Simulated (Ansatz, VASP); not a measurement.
Two plane-wave programs on Rh

File INCAR:

```
SYSTEM = Rh
PREC     = Accurate       ! precision mode
ENCUT    = 520            ! plane-wave cutoff, eV
EDIFF    = 1E-6           ! SCF threshold, eV
ISMEAR   = -1             ! smearing method
SIGMA    = 0.05           ! smearing width, eV
LREAL    = .FALSE.        ! projectors in reciprocal space
LASPH    = .TRUE.         ! aspherical terms in the spheres
NELM     = 150            ! most SCF steps
ALGO     = Normal         ! electronic algorithm
ISIF     = 2              ! what is computed and relaxed
LWAVE    = .FALSE.        ! write WAVECAR
LCHARG   = .FALSE.        ! write CHGCAR
ISPIN    = 2              ! spin polarisation
MAGMOM   = 1              ! initial moments
LORBIT   = 11             ! projections on sites
LMAXMIX  = 4              ! l up to which the mixer works
GGA      = RE             ! functional
NBANDS   = 18             ! bands
```

File KPOINTS:

```
regular mesh
0
G
  23 23 23
  0 0 0
```

File POSCAR:

```
Rh
1.0
    0.0000000000      1.8976044989      1.8976044989
    1.8976044989      0.0000000000      1.8976044989
    1.8976044989      1.8976044989      0.0000000000
Rh
1
Direct
    0.0000000000      0.0000000000      0.0000000000
```

Input for Ansatz:

```yaml
crystal:
  lattice:
    - [0.0, 1.8976044989, 1.8976044989]
    - [1.8976044989, 0.0, 1.8976044989]
    - [1.8976044989, 1.8976044989, 0.0]
  atoms:
    - { symbol: Rh, position: [0.0, 0.0, 0.0], spin: 1.0 }
hamiltonian:
  xc: revpbe
  pseudopotentials:
    kind: paw
    azcp:
      Rh: "pseudopotentials/Rh.paw.azcp"
basis:
  ecutwfc: 420
  fft_grid_basis: typed
kpoints:
  mp_grid: { grid: [23, 23, 23], shift: [0, 0, 0] }
magnetization:
  spin_polarized: true
scf:
  occupations: { method: fermi_dirac, width: 0.05 }
output:
  stress: true
```

Alike in both runs: task single point; functional revPBE; k mesh 23 × 23 × 23; occupations fermi-dirac, width 0.05 eV; collinear spin.

|  | VASP | Ansatz |
| --- | --- | --- |
| version | VASP 6.6.1 | Ansatz 0.2.0 |
| potentials or method | VASP PAW PBE potentials, release 64 (Rh_pv), cutoff 520 eV | plane waves (420 eV) with PAW, scalar-relativistic |
| valence electrons in the cell | 15 | 17 |

|  | VASP | Ansatz | Ansatz less VASP |
| --- | --- | --- | --- |
| pressure (GPa) | 11.1 | 11.0 | -0.09 |
| net moment per atom (μB) | 0.00 | 0.00 | 0.000 |

VASP's potentials were made for PBE, not for revPBE. With one functional, cell and mesh, what is left measures potentials, basis and numerics. VASP's potentials hold 15 valence electrons a cell and Ansatz's 17, so a difference there can come from the potentials and not from the codes. Ansatz's warnings: seeded moment not kept.
